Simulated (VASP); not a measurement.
# GaAs (I-4m2) in VASP: a series of runs

Runs on GaAs. Level: PBEsol. Tasks: single point.

All numbers are computed with VASP 6.6.1; they aren't measurements. Logs are shortened: lines on timing, memory, paths and dates and some standing lists are left out, and cuts for length are marked.

## 1. The cell of the first run

Symmetry: I-4m2, No. 119, tetragonal system. The conventional cell has a = 4.012 Å, b = 4.012 Å, c = 5.602 Å, α = 90.00°, β = 90.00°, γ = 90.00°. Ga (site symmetry -4m2) has 4 As at 2.45 Å within 3.2 Å. As (site symmetry -4m2) has 4 Ga at 2.45 Å within 3.2 Å.

## 2. Single point, PBEsol (strained cell)

Contents of INCAR:

```
SYSTEM = GaAs
ALGO = Normal
EDIFF = 1E-6
ENCUT = 500
GGA = PS
GGA_COMPAT = .FALSE.
ISIF = 2
ISMEAR = 0
LASPH = .TRUE.
LCHARG = .FALSE.
LREAL = .FALSE.
LWAVE = .FALSE.
NBANDS = 16
NELM = 120
PREC = Accurate
SIGMA = 0.02
```

Contents of KPOINTS:

```
k-points
0
G
  10 10 10
  0 0 0
```

Contents of POSCAR:

```
GaAs
1.0
    0.0000000000      2.8365921126      2.8012231336
    2.8365921126      0.0000000000      2.8012231336
    2.8365921126      2.8365921126      0.0000000000
Ga As
1 1
Direct
    0.0000000000      0.0000000000      0.0000000000
    0.2500000000      0.2500000000      0.2500000000
```

Potentials or basis: VASP PAW PBE potentials, release 64 (Ga_d, As).

Command:

```console
$ cat potpaw_PBE.64/Ga_d/POTCAR potpaw_PBE.64/As/POTCAR > POTCAR
$ mpirun -np 1 vasp_std > vasp.out
```

OUTCAR:

```text
SYSTEM = GaAs
   EDIFF = 1E-6
   ENCUT = 500
   GGA = PS
   ISIF = 2
   ISMEAR = 0
   LASPH = .TRUE.
   LREAL = .FALSE.
   NELM = 120
   PREC = Accurate

 ion  position               nearest neighbor table
   1  0.000  0.000  0.000-   2 2.45   2 2.45   2 2.45   2 2.45
   2  0.250  0.250  0.250-   1 2.45   1 2.45   1 2.45   1 2.45

  LATTYP: Found a body centered tetragonal cell.
 ALAT       =     4.0115470366
 C/A-ratio  =     1.3965799768

  Lattice vectors:

 A1 = (   0.0000000000,  -2.8365921126,  -2.8012231336)
 A2 = (   0.0000000000,   2.8365921126,  -2.8012231336)
 A3 = (   2.8365921126,   0.0000000000,   2.8012231336)

Analysis of symmetry for initial positions (statically):
=====================================================================
 Subroutine PRICEL returns:
 Original cell was already a primitive cell.

 Routine SETGRP: Setting up the symmetry group for a
 body centered tetragonal supercell.

 Subroutine GETGRP returns: Found  8 space group operations
 (whereof  8 operations were pure point group operations)
 out of a pool of 16 trial point group operations.

The static configuration has the point symmetry D_2d.

Analysis of symmetry for dynamics (positions and initial velocities):
=====================================================================
 Subroutine PRICEL returns:
 Original cell was already a primitive cell.

 Routine SETGRP: Setting up the symmetry group for a
 body centered tetragonal supercell.

 Subroutine GETGRP returns: Found  8 space group operations
 (whereof  8 operations were pure point group operations)
 out of a pool of 16 trial point group operations.

The dynamic configuration has the point symmetry D_2d.

 Subroutine INISYM returns: Found  8 space group operations
 (whereof  8 operations are pure point group operations),
 and found     1 'primitive' translations

----------------------------------------------------------------------------------------

                                     Primitive cell

  volume of cell :      45.0787

  direct lattice vectors                    reciprocal lattice vectors
     0.000000000  2.836592113  2.801223134    -0.176267852  0.176267852  0.178493457
     2.836592113  0.000000000  2.801223134     0.176267852 -0.176267852  0.178493457
     2.836592113  2.836592113  0.000000000     0.176267852  0.176267852 -0.178493457

  length of vectors
     3.986615840  3.986615840  4.011547037     0.306595215  0.306595215  0.306595215

  position of ions in fractional coordinates (direct lattice)
     0.000000000  0.000000000  0.000000000
     0.250000000  0.250000000  0.250000000

  ion indices of the primitive-cell ions
   primitive index   ion index
                 1           1
                 2           2

----------------------------------------------------------------------------------------

 KPOINTS: k-points

Automatic generation of k-mesh.
 Grid dimensions read from file:
 generate k-points for:   10   10   10

 Generating k-lattice:

  Cartesian coordinates                     Fractional coordinates (reciprocal lattice)
    -0.017626785  0.017626785  0.017849346     0.100000000 -0.000000000  0.000000000
     0.017626785 -0.017626785  0.017849346    -0.000000000  0.100000000  0.000000000
     0.017626785  0.017626785 -0.017849346     0.000000000  0.000000000  0.100000000

  Length of vectors
     0.030659521  0.030659521  0.030659521

  Shift w.r.t. Gamma in fractional coordinates (k-lattice)
     0.000000000  0.000000000  0.000000000

 Subroutine IBZKPT returns following result:
 ===========================================

 Found    102 irreducible k-points:

 Following reciprocal coordinates:
            Coordinates               Weight
  0.000000  0.000000  0.000000      1.000000
  0.100000 -0.000000  0.000000      8.000000
  0.200000 -0.000000  0.000000      8.000000
  0.300000  0.000000  0.000000      8.000000
  0.400000 -0.000000  0.000000      8.000000
  0.500000  0.000000  0.000000      4.000000
[... 16 lines left out ...]
  0.300000  0.300000  0.000000      2.000000
  0.400000  0.300000  0.000000      8.000000
 [... further k-points ...]
   k-points           NKPTS =    102   k-points in BZ     NKDIM =    102   number of bands    NBANDS=     16
   number of dos      NEDOS =    301   number of ions     NIONS =      2
   total plane-waves  NPLWV =  27000
   dimension x,y,z NGX =    30 NGY =   30 NGZ =   30
   dimension x,y,z NGXF=    60 NGYF=   60 NGZF=   60
   ions per type =               1   1
   NGX,Y,Z   is equivalent  to a cutoff of  12.51, 12.51, 12.43 a.u.
   NGXF,Y,Z  is equivalent  to a cutoff of  25.02, 25.02, 24.87 a.u.
 SYSTEM =  GaAs
   PREC   = accura    normal or accurate (medium, high low for compatibility)
   ISTART =      0    job   : 0-new  1-cont  2-samecut
   ICHARG =      2    charge: 1-file 2-atom 10-const
   ISPIN  =      1    spin polarized calculation?
   LNONCOLLINEAR =      F non collinear calculations
   LSORBIT =      F    spin-orbit coupling
   LASPH  =      T    aspherical Exc in radial PAW
   ENCUT  =  500.0 eV  36.75 Ry    6.06 a.u.   7.27  7.27  7.31*2*pi/ulx,y,z
   NELM   =    120;   NELMIN=  2; NELMDL= -5     # of ELM steps
   EDIFF  = 0.1E-05   stopping-criterion for ELM
   LREAL  =      F    real-space projection
   EDIFFG = 0.1E-04   stopping-criterion for IOM
   NSW    =      0    number of steps for IOM
   IBRION =     -1    ionic relax: 0-MD 1-quasi-New 2-CG
   NFREE  =      0    steps in history (QN), initial steepest desc. (CG)
   ISIF   =      2    stress and relaxation
   ISYM   =      2    0-nonsym 1-usesym 2-fastsym
   POTIM  = 0.5000    time-step for ionic-motion
   TEBEG  =    0.0;   TEEND  =   0.0 temperature during run
   PSTRESS=    0.0 pullay stress
   NELECT =      18.0000    total number of electrons
   NUPDOWN=      -1.0000    fix difference up-down
   EMIN   =  10.00;   EMAX   =-10.00  energy-range for DOS
   EFERMI =   0.00;   METHOD = LEGACY
   ISMEAR =     0;   SIGMA  =   0.02  broadening in eV -4-tet -1-fermi 0-gaus
   EFERMI_NEDOS =   21; number of points for ismear=-14 and -15
   IALGO  =     38    algorithm
   IMIX   =      4    mixing-type and parameters
     AMIX     =   0.40;   BMIX     =  1.00
     AMIX_MAG =   1.60;   BMIX_MAG =  1.00
  volume/ion in A,a.u.               =      22.54       152.10
  Fermi-wavevector in a.u.,A,eV,Ry     =   1.205522  2.278106 19.773122  1.453284
  Thomas-Fermi vector in A             =   2.341216
   LORBIT       =      0    0 simple, 1 ext, 2 COOP (PROOUT), +10 PAW based schemes
   GGA     = PS    functional components
   LHFCALC =     F    Hartree Fock is set to
   AEXX    =    0.0000 exact exchange contribution
   IVDW    =     0    specifies the selected vdW correction
   LEPSILON=     F    determine dielectric tensor
   LRPA    =     F    only Hartree local field effects (RPA)
 non-spin polarized calculation
 Gauss-broadening in eV      SIGMA  =   0.02
  energy-cutoff  :      500.00
  volume of cell :       45.08
 maximum number of plane-waves:      1163
 NGX is ok and might be reduce to    30
   NGX = 15   NGY = 15   NGZ = 15

 number of electron      17.9999997 magnetization

 Free energy of the ion-electron system (eV)
  ---------------------------------------------------
  ext. energy  EPLUGINS =         0.00000000
  ---------------------------------------------------
  free energy    TOTEN  =        -9.09008018 eV

  energy without entropy =       -9.09008018  energy(sigma->0) =       -9.09008018

 E-fermi :   3.9819     XC(G=0):  -9.7832

 val. band max:        3.8719911404   @ k =   0.0000   0.0000   0.0000
 cond. band min:       4.2963410362   @ k =   0.0000   0.0000   0.0000
 fundamental gap:      0.4243498958
 Fermi energy:         3.9819207369

 k-point     1 :       0.0000    0.0000    0.0000
  band No.  band energies     occupation
      1     -10.9545      2.00000
      2     -10.9545      2.00000
      3     -10.9514      2.00000
      4     -10.8738      2.00000
      5     -10.8720      2.00000
      6      -8.9433      2.00000
[... 8 lines left out ...]
     15      13.8180      0.00000
     16      14.0568      0.00000

 k-point     2 :       0.1000   -0.0000    0.0000
  band No.  band energies     occupation
      1     -10.9629      2.00000
      2     -10.9521      2.00000
      3     -10.9499      2.00000
      4     -10.8740      2.00000
      5     -10.8720      2.00000
      6      -8.8246      2.00000
[... 8 lines left out ...]
     15      13.1388      0.00000
     16      13.3188      0.00000

 k-point     3 :       0.2000   -0.0000    0.0000
  band No.  band energies     occupation
      1     -10.9853      2.00000
      2     -10.9462      2.00000
      3     -10.9443      2.00000
      4     -10.8741      2.00000
      5     -10.8718      2.00000
      6      -8.4838      2.00000
[... 8 lines left out ...]
     15      12.6812      0.00000
     16      12.8330      0.00000

 k-point     4 :       0.3000    0.0000    0.0000
  band No.  band energies     occupation
      1     -11.0104      2.00000
      2     -10.9400      2.00000
      3     -10.9381      2.00000
      4     -10.8732      2.00000
      5     -10.8705      2.00000
      6      -7.9731      2.00000
[... 8 lines left out ...]
     15      13.1042      0.00000
     16      13.1219      0.00000
[... 324 lines left out ...]
 k-point    22 :      -0.2000    0.2000    0.0000
  band No.  band energies     occupation
      1     -11.0172      2.00000
      2     -10.9364      2.00000
      3     -10.9327      2.00000
      4     -10.8747      2.00000
      5     -10.8721      2.00000
      6      -7.8036      2.00000
[... 8 lines left out ...]
     15      14.3274      0.00000
     16      15.0777      0.00000

 k-point    23 :       0.3000    0.3000    0.0000
  band No.  band energies     occupation
      1     -11.0348      2.00000
      2     -10.9220      2.00000
      3     -10.9220      2.00000
      4     -10.8909      2.00000
      5     -10.8630      2.00000
      6      -7.6180      2.00000
[... 8 lines left out ...]
     15      15.2860      0.00000
     16      16.2430      0.00000

 k-point    24 :       0.4000    0.3000    0.0000
  band No.  band energies     occupation
      1     -11.0476      2.00000
      2     -10.9172      2.00000
      3     -10.9158      2.00000
      4     -10.8930      2.00000
      5     -10.8616      2.00000
      6      -7.1703      2.00000
[... 8 lines left out ...]
     15      16.0393      0.00000
     16      16.6276      0.00000

 [... further k-points ...]

------------------------ aborting loop because EDIFF is reached ----------------------------------------

  FORCE on cell =-STRESS in cart. coord.  units (eV):
  Direction    XX          YY          ZZ          XY          YZ          ZX
  --------------------------------------------------------------------------------------
  -------------------------------------------------------------------------------------
  Total        0.0735848      0.0735848      0.2815756      0.0000000      0.0000000     -0.0000000
  in kB        2.6153331      2.6153331     10.0076970      0.0000000      0.0000000     -0.0000000
  external PRESSURE =       5.0794544 kB  Pullay stress =       0.0000000 kB

 VOLUME and BASIS-vectors are now :
 -----------------------------------------------------------------------------
  energy-cutoff  :      500.00
  volume of cell :       45.08
      direct lattice vectors                 reciprocal lattice vectors
     0.000000000  2.836592113  2.801223134    -0.176267852  0.176267852  0.178493457
     2.836592113  0.000000000  2.801223134     0.176267852 -0.176267852  0.178493457
     2.836592113  2.836592113  0.000000000     0.176267852  0.176267852 -0.178493457

 POSITION                                       TOTAL-FORCE (eV/Angst)
 -----------------------------------------------------------------------------------
      0.00000      0.00000      0.00000        -0.000000     -0.000000      0.000000
      1.41830      1.41830      1.40061         0.000000      0.000000     -0.000000
 -----------------------------------------------------------------------------------
    total drift:                                0.000000      0.000000     -0.000001

  FREE ENERGIE OF THE ION-ELECTRON SYSTEM (eV)
  ---------------------------------------------------
  free  energy   TOTEN  =        -9.0900801842 eV

  energy  without entropy=       -9.0900801842  energy(sigma->0) =       -9.09008018
```

Run time: 3.1 min. Hardware: 1 thread of Intel Xeon 8259CL, shared host; peak memory 0.22 GiB.

What came out:

```
Free energy            : -9.0901 eV
Pressure               : 0.5 GPa
Band gap on the k mesh : 0.42 eV
```

Levels at points of the mesh, in eV from the valence-band top:
```csv
k point,band 7,band 8,band 9,band 10,band 11,band 12
"(0.00, 0.00, 0.00)",-0.07,-0.07,0.00,0.42,3.62,3.66
"(0.50, 0.00, 0.00)",-6.74,-1.25,-1.15,0.89,4.49,4.59
"(0.50, 0.50, 0.00)",-6.86,-2.81,-2.81,1.25,1.45,10.10
"(0.50, 0.00, 0.50)",-6.93,-2.73,-2.72,1.32,1.56,10.05
```

Caveat: the cell differs from its parent crystal (strained cell); semilocal functionals underestimate gaps, and a narrow one can read as zero; the PAW data sets were made with another functional, which shifts forces and pressure a little.

## 3. Single point, PBEsol (strained cell)

Contents of INCAR:

```
SYSTEM = GaAs
ALGO = Normal ; EDIFF = 1E-6
ENCUT = 500 ; GGA = PS
GGA_COMPAT = .False. ; ISIF = 2
ISMEAR = 0 ; LASPH = .True.
LCHARG = .False. ; LREAL = .False.
LWAVE = .False. ; NBANDS = 16
NELM = 120 ; PREC = Accurate
SIGMA = 0.02
```

Contents of KPOINTS:

```
k-points
0
Gamma
  10 10 10
  0 0 0
```

Contents of POSCAR:

```
GaAs
1.0
    0.0000000000      2.8386248158      2.8012231336
    2.8386248158      0.0000000000      2.8012231336
    2.8386248158      2.8386248158      0.0000000000
Ga As
1 1
Direct
    0.0000000000      0.0000000000      0.0000000000
    0.2500000000      0.2500000000      0.2500000000
```

Potentials or basis: VASP PAW PBE potentials, release 64 (Ga_d, As).

Command:

```console
$ cat potpaw_PBE.64/Ga_d/POTCAR potpaw_PBE.64/As/POTCAR > POTCAR
$ mpirun -np 1 vasp_std > vasp.out
```

Wall time 2.8 min (1 thread of Intel Xeon 8259CL, shared host); peak memory 0.22 GiB.

It converged, with:

```
Free energy            : -9.0902 eV
Pressure               : 0.4 GPa
Band gap on the k mesh : 0.41 eV
```

Stress tensor (GPa, compression positive):
```
0.15 0.00 0.00
0.00 0.15 0.00
0.00 0.00 0.93
```

Levels at points of the mesh, in eV from the valence-band top:
| k point | band 7 | band 8 | band 9 | band 10 | band 11 | band 12 |
| --- | --- | --- | --- | --- | --- | --- |
| (0.00, 0.00, 0.00) | -0.07 | -0.07 | 0.00 | 0.41 | 3.62 | 3.65 |
| (0.50, 0.00, 0.00) | -6.73 | -1.25 | -1.15 | 0.88 | 4.49 | 4.59 |
| (0.50, 0.50, 0.00) | -6.85 | -2.81 | -2.81 | 1.25 | 1.44 | 10.09 |
| (0.50, 0.00, 0.50) | -6.93 | -2.72 | -2.72 | 1.33 | 1.56 | 10.03 |

Caveat: the cell differs from its parent crystal (strained cell); semilocal functionals underestimate gaps, and a narrow one can read as zero; the PAW data sets were made with another functional, which shifts forces and pressure a little. A k mesh can miss the band edges.

## 4. Single point, PBEsol

Contents of INCAR:

```
SYSTEM = GaAs
ALGO = Normal
EDIFF = 1E-6
ENCUT = 500
GGA = PS
GGA_COMPAT = .False.
ISIF = 2
ISMEAR = 0
LASPH = .True.
LCHARG = .False.
LREAL = .False.
LWAVE = .False.
NBANDS = 16
NELM = 120
PREC = Accurate
SIGMA = 0.01
```

KPOINTS is that of step 3.

POSCAR is that of step 3.

Command:

```console
$ cat potpaw_PBE.64/Ga_d/POTCAR potpaw_PBE.64/As/POTCAR > POTCAR
$ mpirun -np 1 vasp_std > vasp.out
```

Wall time 2.9 min (1 thread of Intel Xeon 8259CL, shared host); peak memory 0.22 GiB.

It converged, with:

- Free energy: -9.0902 eV
- Pressure: 0.4 GPa
- Band gap on the k mesh: 0.41 eV

Stress tensor (GPa, compression positive):
```
0.15 0.00 0.00
0.00 0.15 0.00
0.00 0.00 0.93
```

Levels at points of the mesh, in eV from the valence-band top:
| k point | band 6 | band 7 | band 8 | band 9 | band 10 | band 11 | band 12 | band 13 |
| --- | --- | --- | --- | --- | --- | --- | --- | --- |
| (0.00, 0.00, 0.00) | -12.81 | -0.07 | -0.07 | 0.00 | 0.41 | 3.62 | 3.65 | 3.65 |
| (0.50, 0.00, 0.00) | -11.03 | -6.73 | -1.25 | -1.15 | 0.88 | 4.49 | 4.59 | 7.53 |
| (0.50, 0.50, 0.00) | -10.25 | -6.85 | -2.81 | -2.81 | 1.25 | 1.44 | 10.09 | 10.09 |
| (0.50, 0.00, 0.50) | -10.30 | -6.93 | -2.72 | -2.72 | 1.33 | 1.56 | 10.03 | 10.12 |

Caveat: semilocal functionals underestimate gaps, and a narrow one can read as zero; the PAW data sets were made with another functional, which shifts forces and pressure a little. A k mesh can miss the band edges.

## 5. Single point, PBEsol

Contents of INCAR:

```
  PREC = Accurate
  ENCUT = 500
  EDIFF = 1E-6
  ISMEAR = 0
  SIGMA = 0.01
  LREAL = F
  LASPH = T
  NELM = 120
  ALGO = Normal
  ISIF = 2
  LWAVE = F
  LCHARG = F
  GGA = PS
  NBANDS = 16
  GGA_COMPAT = F
```

Contents of KPOINTS:

```
regular mesh
0
Gamma
  10 10 10
```

POSCAR is that of step 4.

Command:

```console
$ cat potpaw_PBE.64/Ga_d/POTCAR potpaw_PBE.64/As/POTCAR > POTCAR
$ mpirun -np 1 vasp_std > vasp.out
```

Wall time 3.1 min (1 thread of Intel Xeon 8259CL, shared host); peak memory 0.22 GiB.

It converged, with:

```
Free energy            : -9.0902 eV
Pressure               : 0.4 GPa
Band gap on the k mesh : 0.41 eV
```

Stress tensor (GPa, compression positive):
```
0.15 0.00 0.00
0.00 0.15 0.00
0.00 0.00 0.93
```

Levels at points of the mesh, in eV from the valence-band top:
```tsv
k point	band 6	band 7	band 8	band 9	band 10	band 11	band 12	band 13
(0.00, 0.00, 0.00)	-12.81	-0.07	-0.07	0.00	0.41	3.62	3.65	3.65
(0.50, 0.00, 0.00)	-11.03	-6.73	-1.25	-1.15	0.88	4.49	4.59	7.53
(0.50, 0.50, 0.00)	-10.25	-6.85	-2.81	-2.81	1.25	1.44	10.09	10.09
(0.50, 0.00, 0.50)	-10.30	-6.93	-2.72	-2.72	1.33	1.56	10.03	10.12
```

Caveat: semilocal functionals underestimate gaps, and a narrow one can read as zero; the PAW data sets were made with another functional, which shifts forces and pressure a little.

## 6. Overview

```tsv
cell	smearing	gap on the mesh (eV)	pressure (GPa)
a = 3.987, b = 3.987, c = 4.012 Å, angles 59.8, 59.8, 60.4°, 2 atoms	gaussian 0.02 eV	0.42	0.5
a = 3.988, b = 3.988, c = 4.014 Å, angles 59.8, 59.8, 60.4°, 2 atoms	gaussian 0.02 eV	0.41	0.4
a = 3.988, b = 3.988, c = 4.014 Å, angles 59.8, 59.8, 60.4°, 2 atoms	gaussian 0.01 eV	0.41	0.4
```

Alike in all rows: task single point; level PBEsol; potentials or basis VASP PAW PBE potentials, release 64 (Ga_d, As); no spin polarisation; k mesh 10 × 10 × 10; cutoff (eV) 500.

Caveats: semilocal functionals underestimate gaps, and a narrow one can read as zero; the PAW data sets were made with another functional, which shifts forces and pressure a little.

Total energies depend on the potentials used, so only differences within one code and one set of settings carry meaning.
